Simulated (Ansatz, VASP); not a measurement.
This is a calculation of Ti for VASP 6.6.1.

Contents of INCAR:

```
SYSTEM = Ti
PREC = Accurate
ENCUT = 600
EDIFF = 1E-6
ISMEAR = -1
SIGMA = 0.05
LREAL = .FALSE.
LASPH = .TRUE.
NELM = 100
ALGO = Fast
ISIF = 3
LWAVE = .FALSE.
LCHARG = .FALSE.
GGA = RP
IBRION = 2
NSW = 60
EDIFFG = -0.01
```

KPOINTS

```
regular mesh
0
G
  11 11 11
  0 0 0
```

Contents of POSCAR:

```
Ti
1.0
    0.0000000000      2.0300000000      2.0300000000
    2.0300000000      0.0000000000      2.0300000000
    2.0300000000      2.0300000000      0.0000000000
Ti
1
Direct
    0.0000000000      0.0000000000      0.0000000000
```

Potentials or basis: VASP PAW PBE potentials, release 64 (Ti_sv).

Command:

```sh
$ cat potpaw_PBE.64/Ti_sv/POTCAR > POTCAR
$ mpirun -np 1 vasp_std > vasp.out
```

Question: Set up the same calculation for Ansatz 0.2.0. Potentials there: Ansatz PAW.

Answer: As run (the cutoff follows the program's own potentials):

File input.yaml:

```yaml
crystal:
  lattice:
    - [0.0, 2.03, 2.03]
    - [2.03, 0.0, 2.03]
    - [2.03, 2.03, 0.0]
  atoms:
    - { symbol: Ti, position: [0.0, 0.0, 0.0] }
hamiltonian:
  xc: rpbe
  pseudopotentials: { kind: paw }
kpoints:
  mp_grid: { grid: [11, 11, 11] }
scf:
  occupations: { method: fermi_dirac, width: 0.05 }
output:
  forces: true
  stress: true
  eigenvalues: true
relax:
  f_tol: 0.01
  max_steps: 40
  cell: { stress_tol: 0.05 }
```

Potentials or basis: Ansatz PAW.

Command:

```bash
$ ansatz run input.yaml --threads 2 --pin off --max-ram 5632MiB --backend cpu --events-out ev --progress --plain --runs-dir out
```

Both were run:

|  | VASP | Ansatz | Ansatz less VASP |
| --- | --- | --- | --- |
| gap on the k mesh at the Fermi level, each at its own relaxed structure (eV) | none | none | - |
| relaxed volume (Å³/atom) | 17.86 | 17.91 | +0.042 |
| relaxed cell length with the largest relative difference (Å) | 2.934 | 2.937 | +0.0023 |

VASP's potentials were made for PBE, not for RPBE. A gap of «none» marks a metal or a gap that the smearing closes.

Noted on Ansatz's run: the plane-wave basis is chosen anew once the cell has moved, so the energies of steps on either side of that aren't comparable.
